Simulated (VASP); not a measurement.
# CuI (F-43m) in VASP: further runs, part 2 of 2

VASP 6.6.1. Earlier steps stand in the parts before.

## 4. Relaxation of cell and atoms, PBEsol, target pressure 4 GPa, at which the enthalpy is minimised

Contents of INCAR:

```
ALGO     = Normal         # electronic algorithm
EDIFF    = 1E-7           # SCF threshold, eV
EDIFFG   = -0.002         # ionic threshold
ENCUT    = 600            # plane-wave cutoff, eV
GGA      = PS             # functional
IBRION   = 2              # ionic algorithm
ISIF     = 3              # what is computed and relaxed
ISMEAR   = 0              # smearing method
LASPH    = T              # aspherical terms in the spheres
LCHARG   = F              # write CHGCAR
LREAL    = F              # projectors in reciprocal space
LWAVE    = F              # write WAVECAR
NELM     = 80             # most SCF steps
NSW      = 100            # ionic steps
PREC     = Accurate       # precision mode
PSTRESS  = 40.0         
SIGMA    = 0.01           # smearing width, eV
```

Contents of KPOINTS:

```
k-points
0
Gamma
  6 6 6
```

Contents of POSCAR:

```
CuI
1.0
    0.0000000000      2.9695375105      2.9695375105
    2.9695375105      0.0000000000      2.9695375105
    2.9695375105      2.9695375105      0.0000000000
Cu I
1 1
Direct
    0.7500000000      0.7500000000      0.7500000000
    0.0000000000      0.0000000000      0.0000000000
```

Run with:

```bash
$ cat potpaw_PBE.64/Cu/POTCAR potpaw_PBE.64/I/POTCAR > POTCAR
$ mpirun -np 1 vasp_std > vasp.out
```

It took 4.2 min on 1 thread of Intel Xeon 8259CL, shared host; peak memory 0.22 GiB.

The run converged. Its results:

```yaml
Free_energy: -6.2770 eV
Relaxed_volume: 24.52 Å³/atom
Relaxed_cell: a = 4.109 Å, b = 4.109 Å, c = 4.109 Å, α = 60.00°, β = 60.00°, γ = 60.00°
Space_group_after_relaxing_to_0.1_Å: F-43m (No. 216)
Energy_change_on_relaxing_the_run_minimises_the_enthalpy: +20.3 meV/atom
Ionic_steps: 16
Pressure_after_relaxing: 4.0 GPa
Band_gap_on_the_k_mesh: 1.39 eV
```

Step by step:
```
step  energy change (eV)  largest force (eV/Å)  pressure (GPa)  volume (Å³)
   1              0.0000                0.0000            0.17        52.37
   2              0.0803                0.0000            5.96        47.77
   3              0.0405                0.0000            4.05        49.06
   4              0.0389                0.0000            3.92        49.12
   5              0.0389                0.0000            3.92        49.12
   6              0.0390                0.0000            3.91        49.12
   7              0.0390                0.0000            3.94        49.12
   8              0.0390                0.0000            3.94        49.12
   9              0.0390                0.0000            3.94        49.12
  10              0.0390                0.0000            3.97        49.12
  11              0.0391                0.0000            3.92        49.11
  12              0.0391                0.0000            3.93        49.11
  13              0.0392                0.0000            3.93        49.11
  14              0.0394                0.0000            3.95        49.10
  15              0.0398                0.0000            3.97        49.08
  16              0.0407                0.0000            4.00        49.05
```

Final structure:
```cif
data_structure
_symmetry_space_group_name_H-M 'P 1'
_symmetry_Int_Tables_number 1
_cell_length_a 4.1088
_cell_length_b 4.1088
_cell_length_c 4.1088
_cell_angle_alpha 60.000
_cell_angle_beta 60.000
_cell_angle_gamma 60.000
_cell_volume 49.05
loop_
_atom_site_label
_atom_site_type_symbol
_atom_site_fract_x
_atom_site_fract_y
_atom_site_fract_z
_atom_site_occupancy
Cu1 Cu 0.75000 0.75000 0.75000 1
I1 I 0.00000 0.00000 0.00000 1
```

Levels at points of the mesh, in eV from the valence-band top:
| k point | band 6 | band 7 | band 8 | band 9 | band 10 | band 11 | band 12 | band 13 |
| --- | --- | --- | --- | --- | --- | --- | --- | --- |
| (0.00, 0.00, 0.00) | -2.47 | 0.00 | 0.00 | 0.00 | 1.39 | 4.67 | 4.67 | 4.67 |
| (0.50, 0.00, 0.00) | -2.44 | -2.38 | -0.94 | -0.94 | 2.18 | 5.25 | 5.25 | 7.37 |
| (0.50, 0.50, 0.00) | -2.38 | -2.36 | -2.02 | -2.02 | 2.33 | 2.73 | 10.03 | 10.39 |

Caveat: the cell is relaxed towards a set pressure, so the run minimises the enthalpy, not the energy; the PAW data sets were made with another functional, which shifts forces and pressure a little; spin-orbit coupling is left out, which moves the levels of the heavy elements.

## 5. Relaxation of cell and atoms, PBEsol, target pressure 7 GPa, at which the enthalpy is minimised

Contents of INCAR:

```
SYSTEM = CuI
PREC = Accurate
ENCUT = 600
EDIFF = 1E-7
ISMEAR = 0
SIGMA = 0.01
LREAL = .FALSE.
LASPH = .TRUE.
NELM = 60
ALGO = Normal
ISIF = 3
LWAVE = .FALSE.
LCHARG = .FALSE.
GGA = PS
IBRION = 2
NSW = 100
EDIFFG = -0.002
PSTRESS = 70.0
```

Contents of KPOINTS:

```
Automatic mesh
0
G
  6 6 6
  0 0 0
```

POSCAR is that of step 4.

Potentials or basis: VASP PAW PBE potentials, release 64 (Cu, I).

Run with:

```bash
$ cat potpaw_PBE.64/Cu/POTCAR potpaw_PBE.64/I/POTCAR > POTCAR
$ mpirun -np 1 vasp_std > vasp.out
```

OUTCAR:

```text
SYSTEM = CuI
   PREC = Accurate
   ENCUT = 600
   EDIFF = 1E-7
   ISMEAR = 0
   LREAL = .FALSE.
   LASPH = .TRUE.
   NELM = 60
   ISIF = 3
   GGA = PS
   IBRION = 2
   NSW = 100
   EDIFFG = -0.002
   PSTRESS = 70.0

 ion  position               nearest neighbor table
   1  0.750  0.750  0.750-   2 2.57   2 2.57   2 2.57   2 2.57
   2  0.000  0.000  0.000-   1 2.57   1 2.57   1 2.57   1 2.57

  LATTYP: Found a face centered cubic cell.
 ALAT       =     5.9390750210

  Lattice vectors:

 A1 = (   0.0000000000,   2.9695375105,   2.9695375105)
 A2 = (   2.9695375105,   0.0000000000,   2.9695375105)
 A3 = (   2.9695375105,   2.9695375105,   0.0000000000)

Analysis of symmetry for initial positions (statically):
=====================================================================
[... 154 lines left out ...]

--------------------------------------- Ionic step        1  -------------------------------------------

 number of electron      17.9999992 magnetization

 Free energy of the ion-electron system (eV)
  ---------------------------------------------------
  ext. energy  EPLUGINS =         0.00000000
  ---------------------------------------------------
  free energy    TOTEN  =        -6.31769875 eV

  energy without entropy =       -6.31769875  energy(sigma->0) =       -6.31769875

 E-fermi :   5.0665     XC(G=0):  -9.4267

 val. band max:        4.9754743524   @ k =   0.0000   0.0000   0.0000
 cond. band min:       6.1714274217   @ k =   0.0000   0.0000   0.0000
 fundamental gap:      1.1959530693
 Fermi energy:         5.0665070737
[... 592 lines left out ...]
--------------------------------------- Ionic step        3  -------------------------------------------

 number of electron      17.9999999 magnetization

 Free energy of the ion-electron system (eV)
  ---------------------------------------------------
  ext. energy  EPLUGINS =         0.00000000
  ---------------------------------------------------
  free energy    TOTEN  =        -6.21331355 eV

  energy without entropy =       -6.21331355  energy(sigma->0) =       -6.21331355

 E-fermi :   6.3256     XC(G=0):  -9.9232

 val. band max:        6.2605551089   @ k =   0.0000   0.0000   0.0000
 cond. band min:       7.7828245800   @ k =   0.0000   0.0000   0.0000
 fundamental gap:      1.5222694711
 Fermi energy:         6.3255655276
[... 287 lines left out ...]
  energy  without entropy=       -6.2133135546  energy(sigma->0) =       -6.21331355

  enthalpy is  TOTEN    =        -4.1523440046 eV   P V=        2.0609695499

 reached required accuracy - stopping structural energy minimisation
```

OSZICAR:

```text
N       E                     dE             d eps       ncg     rms          rms(c)
DAV:   1     0.104505393329E+03    0.10451E+03   -0.86298E+03   416   0.171E+03
DAV:   2     0.138006297567E+01   -0.10313E+03   -0.97578E+02   416   0.288E+02
DAV:   3    -0.640514908225E+01   -0.77852E+01   -0.76577E+01   566   0.848E+01
[... 40 lines left out ...]
DAV:   7    -0.621331135497E+01    0.13274E-03   -0.56585E-04   501   0.392E-01    0.130E-02
DAV:   8    -0.621331322209E+01   -0.18671E-05   -0.10346E-05   535   0.396E-02    0.855E-03
DAV:   9    -0.621331339624E+01   -0.17414E-06   -0.30202E-06   531   0.576E-02    0.668E-03
DAV:  10    -0.621331358916E+01   -0.19292E-06   -0.22884E-07   357   0.983E-03    0.251E-03
DAV:  11    -0.621331355459E+01    0.34573E-07   -0.58601E-08   223   0.368E-03
   3 F= -.41523440E+01 E0= -.41523440E+01  d E =-.122792E+00
```

CONTCAR:

```text
CuI
   1.00000000000000
    -0.0000000000000000    2.8678165981764598    2.8678165981764598
     2.8678165981764598   -0.0000000000000000    2.8678165981764598
     2.8678165981764598    2.8678165981764598    0.0000000000000000
  Cu              I
     1     1
Direct
     0.7500000000000000    0.7500000000000000    0.7500000000000000
     0.0000000000000000    0.0000000000000000    0.0000000000000000

  0.00000000E+00  0.00000000E+00  0.00000000E+00
  0.00000000E+00  0.00000000E+00  0.00000000E+00
```

It took 97 s on 1 thread of Intel Xeon 8259CL, shared host; peak memory 0.22 GiB.

What came out:

```
Free energy                                                : -6.2133 eV
Relaxed volume                                             : 23.59 Å³/atom
Relaxed cell                                               : a = 4.056 Å, b = 4.056 Å, c = 4.056 Å, α = 60.00°, β = 60.00°, γ = 60.00°
Space group after relaxing (to 0.1 Å)                      : F-43m (No. 216)
Energy change on relaxing (the run minimises the enthalpy) : +52.2 meV/atom
Ionic steps                                                : 3
Pressure after relaxing                                    : 7.0 GPa
Band gap on the k mesh                                     : 1.52 eV
```

The path:
```csv
step,energy change (eV),largest force (eV/Å),pressure (GPa),volume (Å³)
1,0.0000,0.0000,0.17,52.37
2,0.2751,0.0000,12.82,44.36
3,0.1044,0.0000,6.99,47.17
```

Final structure:
```cif
data_structure
_symmetry_space_group_name_H-M 'P 1'
_symmetry_Int_Tables_number 1
_cell_length_a 4.0557
_cell_length_b 4.0557
_cell_length_c 4.0557
_cell_angle_alpha 60.000
_cell_angle_beta 60.000
_cell_angle_gamma 60.000
_cell_volume 47.17
loop_
_atom_site_label
_atom_site_type_symbol
_atom_site_fract_x
_atom_site_fract_y
_atom_site_fract_z
_atom_site_occupancy
Cu1 Cu 0.75000 0.75000 0.75000 1
I1 I 0.00000 0.00000 0.00000 1
```

Caveat: the cell is relaxed towards a set pressure, so the run minimises the enthalpy, not the energy; the PAW data sets were made with another functional, which shifts forces and pressure a little; spin-orbit coupling is left out, which moves the levels of the heavy elements.

## 6. The runs side by side

```tsv
cell	gap on the mesh (eV)	pressure (GPa)
relaxed to 1 GPa	1.24	1.0
relaxed to 2 GPa	1.30	2.0
relaxed to 4 GPa	1.39	4.0
relaxed to 7 GPa	1.52	7.0
```

Alike in all rows: task relaxation of cell and atoms; level PBEsol; potentials or basis VASP PAW PBE potentials, release 64 (Cu, I); no spin polarisation; k mesh 6 × 6 × 6; cutoff (eV) 600; smearing gaussian 0.01 eV.

Caveats: the cell is relaxed towards a set pressure, so the run minimises the enthalpy, not the energy; the PAW data sets were made with another functional, which shifts forces and pressure a little; spin-orbit coupling is left out, which moves the levels of the heavy elements.

Total energies depend on the potentials used, so only differences within one code and one set of settings carry meaning.
